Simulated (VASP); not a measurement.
## HfN: single point with PBE

HfN:

```
Hf N
1.0
     0.00000    2.21705    2.38759
     2.21705    0.00000    2.38759
     2.21705    2.21705    0.00000
Hf N
1 1
Direct
  0.00000 0.00000 0.00000
  0.50000 0.50000 0.50000
```

This cell differs from its parent crystal: strain -0.025 along x and y, +0.050 along z.

```json
{
  "Program": "VASP 6.6.1",
  "Task": "single point",
  "Functional": "PBE",
  "Potentials or basis": "VASP PAW PBE potentials, release 64 (Hf_pv, N)",
  "Cutoff": "520 eV",
  "k mesh": "22 × 22 × 22",
  "Occupations": "gaussian, width 0.15 eV",
  "Spin": "no spin polarisation",
  "Dipole correction": "no",
  "Further INCAR settings": "ALGO = Normal; EDIFF = 1e-06; NBANDS = 14"
}
```

- Pressure: 1.4 GPa
- Band gap on the k mesh: zero (an odd number of electrons rules out a gap without spin polarisation)

Stress tensor (GPa, compression positive):
```
 11.75   0.00   0.00
  0.00  11.75   0.00
  0.00   0.00 -19.25
```

Levels at points of the mesh, in eV from the Fermi level:
```tsv
k point	band 6	band 7	band 8	band 9	band 10	band 11
(0.00, 0.00, 0.00)	-2.93	-2.93	-0.88	-0.05	-0.05	0.22
(0.50, 0.00, 0.00)	-6.21	-6.14	3.19	3.42	3.94	4.24
(0.50, 0.50, 0.00)	-3.63	-3.49	-3.49	4.01	5.30	5.30
(0.50, 0.00, 0.50)	-3.94	-3.79	-3.66	3.50	4.76	5.91
```

It took 120 s on 1 thread of AMD EPYC 9R45 96-Core Processor (Zen 5), with other jobs on the host, peak memory 0.35 GiB.

Caveat: the cell differs from its parent crystal (strain -0.025 along x and y, +0.050 along z); spin-orbit coupling is left out, which moves the levels of the heavy elements.
